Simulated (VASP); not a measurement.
Input of a VASP 6.6.1 run:

INCAR

```
PREC = Accurate
ENCUT = 520
EDIFF = 1E-6
ISMEAR = -1
SIGMA = 0.05
LREAL = F
LASPH = T
NELM = 80
ALGO = Normal
ISIF = 2
LWAVE = F
LCHARG = F
GGA = PE
NBANDS = 10
```

KPOINTS

```
Automatic mesh
0
Gamma
  10 10 10
```

Contents of POSCAR:

```
Cs
1.0
   -2.7204591096      2.7204591096      2.7204591096
    2.7204591096     -2.7204591096      2.7204591096
    2.7204591096      2.7204591096     -2.7204591096
Cs
1
Direct
    0.0000000000      0.0000000000      0.0000000000
```

Potentials or basis: VASP PAW PBE potentials, release 64 (Cs_sv).

Command:

```sh
$ cat potpaw_PBE.64/Cs_sv/POTCAR > POTCAR
$ mpirun -np 1 vasp_std > vasp.out
```

Q: Estimate the band gap on the k mesh.

A: Zero (an odd number of electrons rules out a gap without spin polarisation).

Q: Estimate the pressure.

A: 1.3 GPa.

Caveat: spin-orbit coupling is left out, which moves the levels of the heavy elements.
